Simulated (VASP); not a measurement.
# YPt2S4 (P-3m1) in VASP: single point with PBE+D3(BJ)

Aim: the single point of YPt2S4 with PBE+D3(BJ).

All numbers are computed with VASP 6.6.1; they aren't measurements. Logs are shortened: lines on timing, memory, paths and dates and some standing lists are left out, and cuts for length are marked.

## 1. The cell of the first run

The structure is trigonal, space group P-3m1 (No. 164). Conventional cell: a = 3.612 Å, b = 3.612 Å, c = 12.484 Å, α = 90.00°, β = 90.00°, γ = 120.00°. Y (site symmetry -3m) has 6 S at 3.05 Å and 6 Y at 3.61 Å and 6 Pt at 4.07 Å within 4.1 Å. Within 3.2 Å of Pt (site symmetry 3m) lie 6 S at 2.44 Å. Within 3.3 Å of S (site symmetry 3m) lie 3 Pt at 2.44 Å and 3 Y at 3.05 Å and 3 S at 3.28 Å. Within 3.3 Å of S (site symmetry 3m) lie 3 Pt at 2.44 Å and 4 S at 2.97 to 3.28 Å.

## 2. Single point, PBE+D3(BJ), collinear spin

Contents of INCAR:

```
ALGO = Normal
EDIFF = 1E-6
ENCUT = 520
GGA = PE
ISIF = 2
ISMEAR = 0
ISPIN = 2
IVDW = 12
LASPH = T
LCHARG = T
LELF = T
LMAXMIX = 4
LORBIT = 11
LREAL = F
LVHAR = T
LWAVE = F
MAGMOM = 0 1 1 0 0 0 0
NBANDS = 40
NELM = 150
PREC = Accurate
SIGMA = 0.1
```

Contents of KPOINTS:

```
k-points
0
Gamma
  6 6 2
```

Contents of POSCAR:

```
YPt2S4
1.0
    3.6118935400      0.0000000000      0.0000000000
   -1.8059467700      3.1279915600      0.0000000000
    0.0000000000      0.0000000000     12.4844077300
Y Pt S
1 2 4
Direct
    0.0000000000      0.0000000000      0.0000000000
    0.6666666700      0.3333333300      0.7203334800
    0.3333333300      0.6666666700      0.2796665200
    0.3333333300      0.6666666700      0.8217186000
    0.0000000000      0.0000000000      0.6189483700
    0.0000000000      0.0000000000      0.3810516300
    0.6666666700      0.3333333300      0.1782814000
```

Potentials or basis: VASP PAW PBE potentials, release 64 (Y_sv, Pt, S).

The run is started by

```console
cat potpaw_PBE.64/Y_sv/POTCAR potpaw_PBE.64/Pt/POTCAR potpaw_PBE.64/S/POTCAR > POTCAR
mpirun -np 1 vasp_std > vasp.out
```

OUTCAR:

```text
EDIFF = 1E-6
   ENCUT = 520
   GGA = PE
   ISIF = 2
   ISMEAR = 0
   ISPIN = 2
   IVDW = 12
   LASPH = T
   LORBIT = 11
   LREAL = F
   NELM = 150
   PREC = Accurate
 IVDW          = 12

 ion  position               nearest neighbor table
   1  0.000  0.000  0.000-   4 3.05   7 3.05   4 3.05   7 3.05   7 3.05   4 3.05
   2  0.667  0.333  0.720-   5 2.44   5 2.44   5 2.44   4 2.44   4 2.44   4 2.44
   3  0.333  0.667  0.280-   6 2.44   6 2.44   6 2.44   7 2.44   7 2.44   7 2.44
   4  0.333  0.667  0.822-   2 2.44   2 2.44   2 2.44   1 3.05   1 3.05   1 3.05
   5  0.000  0.000  0.619-   2 2.44   2 2.44   2 2.44
   6  0.000  0.000  0.381-   3 2.44   3 2.44   3 2.44
   7  0.667  0.333  0.178-   3 2.44   3 2.44   3 2.44   1 3.05   1 3.05   1 3.05

  LATTYP: Found a hexagonal cell.
 ALAT       =     3.6118935400
 C/A-ratio  =     3.4564716794

  Lattice vectors:

 A1 = (   3.6118935400,   0.0000000000,   0.0000000000)
 A2 = (  -1.8059467700,   3.1279915600,   0.0000000000)
 A3 = (   0.0000000000,   0.0000000000,  12.4844077300)

Analysis of symmetry for initial positions (statically):
=====================================================================
 Subroutine PRICEL returns:
 Original cell was already a primitive cell.

 Routine SETGRP: Setting up the symmetry group for a
 hexagonal supercell.

 Subroutine GETGRP returns: Found 12 space group operations
 (whereof 12 operations were pure point group operations)
 out of a pool of 24 trial point group operations.

The static configuration has the point symmetry D_3d.

Analysis of symmetry for dynamics (positions and initial velocities):
=====================================================================
 Subroutine PRICEL returns:
 Original cell was already a primitive cell.

 Routine SETGRP: Setting up the symmetry group for a
 hexagonal supercell.

 Subroutine GETGRP returns: Found 12 space group operations
 (whereof 12 operations were pure point group operations)
 out of a pool of 24 trial point group operations.

The dynamic configuration has the point symmetry D_3d.

Analysis of structural, dynamic, and magnetic symmetry:
=====================================================================
 Subroutine PRICEL returns:
 Original cell was already a primitive cell.

 Routine SETGRP: Setting up the symmetry group for a
 hexagonal supercell.

 Subroutine GETGRP returns: Found 12 space group operations
 (whereof 12 operations were pure point group operations)
 out of a pool of 24 trial point group operations.
[... 143 lines left out ...]
  ext. energy  EPLUGINS =         0.00000000
  ---------------------------------------------------
  free energy    TOTEN  =       -37.57656405 eV

  energy without entropy =      -37.53742113  energy(sigma->0) =      -37.55699259

 E-fermi :   6.6105     XC(G=0): -10.3911

 val. band max:        6.6051306797   @ k =   0.3333   0.1667   0.5000
 cond. band min:       6.6106686642   @ k =   0.3333   0.1667   0.5000
 fundamental gap:      0.0055379845
 Fermi energy:         6.6104520511

 spin component 1

 k-point     1 :       0.0000    0.0000    0.0000
  band No.  band energies     occupation
      1     -36.8832      1.00000
      2     -16.9406      1.00000
      3     -16.6671      1.00000
      4     -16.6671      1.00000
      5      -8.8915      1.00000
      6      -8.7059      1.00000
[... 577 lines left out ...]
     38      11.8591      0.00000
     39      13.6282      0.00000
 Fermi energy:         6.6104520511

 spin component 2

 k-point     1 :       0.0000    0.0000    0.0000
  band No.  band energies     occupation
      1     -36.7777      1.00000
      2     -16.8269      1.00000
      3     -16.5322      1.00000
      4     -16.5322      1.00000
      5      -8.8615      1.00000
      6      -8.6779      1.00000
[... 577 lines left out ...]
     38      12.0624      0.00000
     39      13.6703      0.00000
 [bands above 39 left out]

------------------------ aborting loop because EDIFF is reached ----------------------------------------

 Edisp (eV)   -2.86429

 E8    (eV) :    -1.2131

  FORCE on cell =-STRESS in cart. coord.  units (eV):
  Direction    XX          YY          ZZ          XY          YZ          ZX
  --------------------------------------------------------------------------------------
  -------------------------------------------------------------------------------------
  Total      -1.78368    -1.78368    -3.80773     0.00000    -0.00000    -0.00000
  in kB     -20.26097   -20.26097   -43.25221     0.00000    -0.00000    -0.00000
  external pressure =      -27.92 kB  Pullay stress =        0.00 kB

 VOLUME and BASIS-vectors are now :
 -----------------------------------------------------------------------------
  energy-cutoff  :      520.00
  volume of cell :      141.05
      direct lattice vectors                 reciprocal lattice vectors
     3.611893540  0.000000000  0.000000000     0.276863088  0.159846979  0.000000000
    -1.805946770  3.127991560  0.000000000     0.000000000  0.319693957  0.000000000
     0.000000000  0.000000000 12.484407730     0.000000000  0.000000000  0.080099915

 POSITION                                       TOTAL-FORCE (eV/Angst)
 -----------------------------------------------------------------------------------
      0.00000      0.00000      0.00000         0.000000      0.000000     -0.000000
      1.80595      1.04266      8.99294        -0.000000      0.000000     -0.560509
     -0.00000      2.08533      3.49147        -0.000000     -0.000000      0.560509
     -0.00000      2.08533     10.25867         0.000000      0.000000      1.054493
      0.00000      0.00000      7.72720         0.000000      0.000000      0.458097
      0.00000      0.00000      4.75720         0.000000      0.000000     -0.458097
      1.80595      1.04266      2.22574        -0.000000     -0.000000     -1.054493
 -----------------------------------------------------------------------------------
    total drift:                               -0.000000      0.000000      0.000000

  FREE ENERGIE OF THE ION-ELECTRON SYSTEM (eV)
  ---------------------------------------------------
  free  energy   TOTEN  =       -40.4408538902 eV

  energy  without entropy=      -40.4017109718  energy(sigma->0) =      -40.42128243

 total charge

# of ion       s       p       d       f       tot
--------------------------------------------------
    1        2.211   6.154   0.951   0.027   9.342
    2        0.645   0.639   8.042   0.000   9.326
    3        0.645   0.639   8.042   0.000   9.326
    4        1.333   2.333   0.000   0.000   3.666
    5        1.386   2.212   0.000   0.000   3.598
    6        1.386   2.212   0.000   0.000   3.598
    7        1.333   2.333   0.000   0.000   3.666
--------------------------------------------------
tot          8.939  16.520  17.036   0.027  42.522

 magnetization (x)

# of ion       s       p       d       f       tot
--------------------------------------------------
    1        0.017   0.029   0.193   0.002   0.241
    2        0.002   0.001   0.048   0.000   0.050
    3        0.002   0.001   0.048   0.000   0.050
    4        0.003   0.010   0.000   0.000   0.013
    5        0.002   0.021   0.000   0.000   0.023
    6        0.002   0.021   0.000   0.000   0.023
    7        0.003   0.010   0.000   0.000   0.013
--------------------------------------------------
tot          0.030   0.093   0.288   0.002   0.413
```

Wall time 7 min (1 thread of AMD EPYC 7R43 (Zen 3), shared host); peak memory 0.38 GiB.

What came out:

- Free energy: -40.4409 eV
- Pressure: -2.8 GPa
- Largest force: 1.054 eV/Å
- Net moment: 0.62 μB per cell
- Site moments: Y +0.24; Pt +0.05; S +0.01, +0.02 (each value once) μB
- Valence electrons inside the program's atomic spheres: Y 9.34; Pt 9.33; S 3.67, 3.60 (each value once)
- Dispersion energy per atom: -0.409 eV

Forces in eV/Å, atoms in the order of the input:
```
Y    0.000  0.000  0.000
Pt   0.000  0.000 -0.561
Pt   0.000  0.000  0.561
S    0.000  0.000  1.054
S    0.000  0.000  0.458
S    0.000  0.000 -0.458
S    0.000  0.000 -1.054
```

Levels at points of the mesh, in eV from the Fermi level:
Spin up:
```csv
k point,band 25,band 26,band 27,band 28,band 29,band 30,band 31,band 32
"(0.00, 0.00, 0.00)",-2.15,-1.22,-0.81,0.70,0.70,1.11,1.11,1.75
"(0.50, 0.00, 0.00)",-3.05,-2.41,-0.83,0.25,0.62,0.82,0.86,1.89
"(0.00, 0.00, 0.50)",-2.02,-1.42,-0.66,0.51,0.51,1.38,1.38,1.70
"(0.50, 0.00, 0.50)",-3.04,-2.45,-0.80,0.41,0.48,0.50,1.12,1.85
```
Spin down:
| k point | band 24 | band 25 | band 26 | band 27 | band 28 | band 29 | band 30 | band 31 |
| --- | --- | --- | --- | --- | --- | --- | --- | --- |
| (0.00, 0.00, 0.00) | -2.12 | -2.12 | -1.18 | -0.51 | 0.83 | 0.83 | 1.16 | 1.16 |
| (0.50, 0.00, 0.00) | -3.08 | -3.03 | -2.37 | -0.47 | 0.33 | 0.68 | 0.91 | 0.94 |
| (0.00, 0.00, 0.50) | -1.99 | -1.99 | -1.36 | -0.40 | 0.61 | 0.61 | 1.42 | 1.42 |
| (0.50, 0.00, 0.50) | -3.10 | -3.02 | -2.42 | -0.44 | 0.48 | 0.56 | 0.60 | 1.17 |

Caveat: spin-orbit coupling is left out, which moves the levels of the heavy elements; forces of over 1 eV/Å act on the atoms, so gaps and moduli don't describe the material at rest.
